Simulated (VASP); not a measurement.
Runs of VASP 6.6.1 on Ti5C. The structure is that of space group F-43m (No. 216), or close to it. The cells are those of the table. 

```tsv
task	cell	k mesh	cutoff (eV)	gap on the mesh (eV)	pressure (GPa)	relaxed volume (Å³/atom)	largest force (eV/Å)
relaxation of cell and atoms	relaxed from a = 5.038 Å, angles 60.0°, 6 atoms	4 × 4 × 4	600	none	0.0	15.86	0.02
single point	a = 5.135 Å, angles 60.0°, 6 atoms	10 × 10 × 10	520	none	(a)	-	0.01
single point	a = 5.123 Å, angles 60.0°, 6 atoms	4 × 4 × 4	520	none	(b)	-	0.05
single point	a = 5.038 Å, angles 60.0°, 6 atoms	4 × 4 × 4	520	none	21.4	-	11.14
relaxation of cell and atoms	relaxed from a = 5.123 Å, angles 60.0°, 6 atoms	10 × 10 × 10	600	none	0.0	15.92	0.01
```

Alike in all rows: level PBE; potentials or basis VASP PAW PBE potentials, release 64 (Ti_sv, C); no spin polarisation; smearing gaussian 0.1 eV.

Q: Estimate the missing entries.

A: (a) -0.2; (b) 0.1.

Caveats: some runs use coarse meshes; forces of over 1 eV/Å act on the atoms, so gaps and moduli don't describe the material at rest (some runs).

A gap of «none» marks levels without a gap at the run's occupations.
